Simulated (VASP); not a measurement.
Set up this calculation in VASP 6.6.1, as the native input.

```
Task                   : single point
Functional             : PBE
Potentials or basis    : VASP PAW PBE potentials, release 64 (Pt, S)
Cutoff                 : 520 eV
k mesh                 : 6 × 6 × 4
Occupations            : gaussian, width 0.1 eV
Spin                   : no spin polarisation
Dipole correction      : no
Further INCAR settings : ALGO = Normal; EDIFF = 1e-07; NBANDS = 29
```

The structure of Pt3S2 lies in POSCAR:

```
Pt3S2
1.0
    4.2115996684      0.0000000000      0.0000000000
   -2.1057998342      3.6473523034      0.0000000000
    0.0000000000      0.0000000000      5.3314540494
Pt S
3 2
Direct
    0.0000000000      0.0000000000      0.0000000000
    0.3333333333      0.6666666667      0.6435326882
    0.6666666667      0.3333333333      0.3564673118
    0.3333333333      0.6666666667      0.1985963061
    0.6666666667      0.3333333333      0.8014036939
```

The input as run:

INCAR

```
SYSTEM = Pt3S2
  PREC = Accurate
  ENCUT = 520
  EDIFF = 1E-7
  ISMEAR = 0
  SIGMA = 0.1
  LREAL = .False.
  LASPH = .True.
  NELM = 60
  ALGO = Normal
  ISIF = 2
  LWAVE = .False.
  LCHARG = .True.
  GGA = PE
  LELF = .True.
  LVHAR = .True.
  NBANDS = 29
```

KPOINTS

```
Automatic mesh
0
Gamma
  6 6 4
  0 0 0
```

Potentials or basis: VASP PAW PBE potentials, release 64 (Pt, S).

The run is started by

```console
$ cat potpaw_PBE.64/Pt/POTCAR potpaw_PBE.64/S/POTCAR > POTCAR
$ mpirun -np 1 vasp_std > vasp.out
```

It gave:

```yaml
Pressure: -0.2 GPa
Largest_force: 0.017 eV/Å
Band_gap_on_the_k_mesh: zero (bands 21 and 22 overlap by 0.92 eV)
```

Caveat: spin-orbit coupling is left out, which moves the levels of the heavy elements.

Run time: 110 s on 1 thread of Intel Xeon 8259CL, with other jobs on the host, peak memory 0.18 GiB.
